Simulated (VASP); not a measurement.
A run of VASP 6.6.1 is set up as follows.

The input INCAR:

```
PREC = Accurate
ENCUT = 600
EDIFF = 1E-6
ISMEAR = 0
SIGMA = 0.1
LREAL = F
LASPH = T
NELM = 200
ALGO = Normal
ISIF = 2
LWAVE = F
LCHARG = F
ISPIN = 2
MAGMOM = 0.75
LORBIT = 11
LMAXMIX = 4
GGA = PE
NBANDS = 15
GGA_COMPAT = F
```

The input KPOINTS:

```
Automatic mesh
0
Gamma
  8 8 8
```

POSCAR

```
Ni
1.0
    0.0000000000      1.7592378044      1.7592378044
    1.7592378044      0.0000000000      1.7592378044
    1.7592378044      1.7592378044      0.0000000000
Ni
1
Direct
    0.0000000000      0.0000000000      0.0000000000
```

Potentials or basis: VASP PAW PBE potentials, release 64 (Ni).

The run is started by

```sh
$ cat potpaw_PBE.64/Ni/POTCAR > POTCAR
$ mpirun -np 1 vasp_std > vasp.out
```

Question: Predict the net moment.

Answer: 0.70 μB per cell.

Question: What does it give for the pressure?

Answer: 0.1 GPa.

Caveat: the k points lie up to 0.39 Å⁻¹ apart.
